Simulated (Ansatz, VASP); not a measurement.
## One calculation of AgRh, two programs

```
Ag Rh
1.0
     2.81414    0.00000    0.00000
    -1.40707    2.43712    0.00000
     0.00000    0.00000    4.87188
Ag Rh
1 1
Direct
  0.00000 0.00000 0.50000
  0.66667 0.33333 0.00000
```

Change from the starting cell: volume scaled by 1.04.

Alike in both runs: task single point; functional PBEsol; k mesh 11 × 11 × 6; occupations fermi-dirac, width 0.05 eV; no spin polarisation.

```csv
,VASP,Ansatz
version,VASP 6.6.1,Ansatz 0.2.0
potentials or method,"VASP PAW PBE potentials, release 64 (Ag, Rh_pv), cutoff 520 eV","all-electron LAPW, scalar-relativistic"
```

```csv
,VASP,Ansatz,Ansatz less VASP
gap on the k mesh at the Fermi level (eV),none,none,-
pressure (GPa),-15.3,-15.2,+0.08
"traceless stress, the component that is largest in VASP (GPa)",0.53,0.50,-0.032
```

VASP's potentials were made for PBE, not for PBEsol. A gap of «none» marks a metal or a gap that the smearing closes. Ansatz ran all-electron here, and VASP with PAW potentials.
